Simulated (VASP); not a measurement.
Input of a VASP 6.6.1 run:

INCAR

```
SYSTEM = TiAl3
  ALGO = Fast
  EDIFF = 1E-7
  ENCUT = 520
  GGA = PE
  ISIF = 2
  ISMEAR = 0
  LASPH = .TRUE.
  LCHARG = .FALSE.
  LREAL = .FALSE.
  LWAVE = .FALSE.
  NBANDS = 18
  NELM = 100
  PREC = Accurate
  SIGMA = 0.15
```

File KPOINTS:

```
k-points
0
G
  18 18 18
  0 0 0
```

Contents of POSCAR:

```
TiAl3
1.0
   -1.9226734293      1.9226734293      4.3114047961
    1.9226734293     -1.9226734293      4.3114047961
    1.9226734293      1.9226734293     -4.3114047961
Ti Al
1 3
Direct
   -0.0119642087     -0.0119642087     -0.0239284173
    0.4881257403      0.4881257403     -0.0237485193
    0.7665497711      0.2665497711      0.5330995422
    0.2665497711      0.7665497711      0.5330995422
```

Potentials or basis: VASP PAW PBE potentials, release 64 (Ti_sv, Al).

The run is started by

```bash
$ cat potpaw_PBE.64/Ti_sv/POTCAR potpaw_PBE.64/Al/POTCAR > POTCAR
$ mpirun -np 1 vasp_std > vasp.out
```

**Question.** Predict the band gap on the k mesh.

**Answer.** Zero (an odd number of electrons rules out a gap without spin polarisation).

**Question.** Estimate the largest force.

**Answer.** 0.544 eV/Å.

Forces in eV/Å, atoms in the order of the input:
```
Ti   0.384  0.384  0.000
Al   0.215  0.215  0.000
Al  -0.300 -0.300  0.000
Al  -0.300 -0.300  0.000
```

Caveat: the cell differs from its parent crystal (atoms displaced along a vibrational mode).
